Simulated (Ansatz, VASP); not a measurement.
One calculation of Te2Mo, two programs

```
Te Mo
1.0
     3.50388    0.00000    0.00000
    -1.75194    3.03445    0.00000
     0.00000    0.00000   24.76772
Te Mo
4 2
Direct
  0.33333 0.66667 0.18169
  0.33333 0.66667 0.32841
  0.33333 0.66667 0.48304
  0.33333 0.66667 0.62976
  0.66667 0.33333 0.25505
  0.00000 0.00000 0.55640
```

Alike in both runs: task single point; functional PBE; dispersion D3(BJ); k mesh 9 × 9 × 1; occupations gaussian, width 0.05 eV; no spin polarisation.

|  | VASP | Ansatz |
| --- | --- | --- |
| version | VASP 6.6.1 | Ansatz 0.2.0 |
| potentials or method | VASP PAW PBE potentials, release 64 (Te, Mo_sv), cutoff 520 eV | scalar-relativistic, plane waves, PAW |
| valence electrons in the cell | 52 | 92 |

Ansatz gave:

* gap on the k mesh at the Fermi level (eV): 1.14
* least direct gap on the mesh (eV): 1.19
* rms of the force components (eV/Å): 0.023

Question: Which values does VASP return?

Answer: gap on the k mesh at the Fermi level (eV): 1.15; least direct gap on the mesh (eV): 1.19; rms of the force components (eV/Å): 0.018.

VASP's potentials hold 52 valence electrons a cell and Ansatz's 92, so a difference there can come from the potentials and not from the codes.

Spin-orbit coupling is off throughout.
